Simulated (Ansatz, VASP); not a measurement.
**MgO2: VASP beside Ansatz**

File INCAR:

```
PREC = Accurate
ENCUT = 520
EDIFF = 1E-7
ISMEAR = 0
SIGMA = 0.05
LREAL = F
LASPH = T
NELM = 60
ALGO = Normal
ISIF = 2
LWAVE = F
LCHARG = T
GGA = PS
LELF = T
LVHAR = T
NBANDS = 14
```

File KPOINTS:

```
regular mesh
0
Gamma
  12 12 12
```

The input POSCAR:

```
MgO2
1.0
    1.5917425871      0.9189930112      3.4573706250
   -1.5917425871      0.9189930112      3.4573706250
    0.0000000000     -1.8379860223      3.4573706250
Mg O
1 2
Direct
    0.0000000000      0.0000000000      0.0000000000
    0.4291433728      0.4291433728      0.4291433728
    0.5708566272      0.5708566272      0.5708566272
```

Input for Ansatz:

```yaml
crystal:
  lattice:
    - [1.5917425871, 0.9189930112, 3.457370625]
    - [-1.5917425871, 0.9189930112, 3.457370625]
    - [0.0, -1.8379860223, 3.457370625]
  atoms:
    - { symbol: Mg, position: [0.0, 0.0, 0.0] }
    - { symbol: O, position: [0.4291433728, 0.4291433728, 0.4291433728] }
    - { symbol: O, position: [0.5708566272, 0.5708566272, 0.5708566272] }
basis:
  ecutwfc: 420
kpoints:
  mp_grid: { grid: [12, 12, 12] }
hamiltonian:
  xc: pbesol
scf:
  occupations: { method: gaussian, width: 0.05 }
output:
  forces: true
  stress: true
  eigenvalues: true
```

Change from the starting cell: strain +0.0050 x Voigt [1, 1, 0, 0, 0, 0], atoms carried along.

Alike in both runs: task single point; functional PBEsol; k mesh 12 × 12 × 12; occupations gaussian, width 0.05 eV; no spin polarisation.

```csv
,VASP,Ansatz
version,VASP 6.6.1,Ansatz 0.2.0
potentials or method,"VASP PAW PBE potentials, release 64 (Mg, O), cutoff 520 eV","scalar-relativistic, plane waves, PAW"
valence electrons in the cell,14,22
```

```csv
,VASP,Ansatz,Ansatz less VASP
gap on the k mesh at the Fermi level (eV),2.46,2.49,+0.029
least direct gap on the mesh (eV),2.46,2.49,+0.029
pressure (GPa),-1.2,-1.1,+0.12
"traceless stress, the component that is largest in VASP (GPa)",2.02,0.82,-1.200
rms of the force components (eV/Å),0.128,0.031,-0.0971
```

VASP's potentials were made for PBE, not for PBEsol. Atom by atom the forces differ by 0.097 eV/Å (rms over components). VASP's potentials hold 14 valence electrons a cell and Ansatz's 22, so a difference there can come from the potentials and not from the codes.
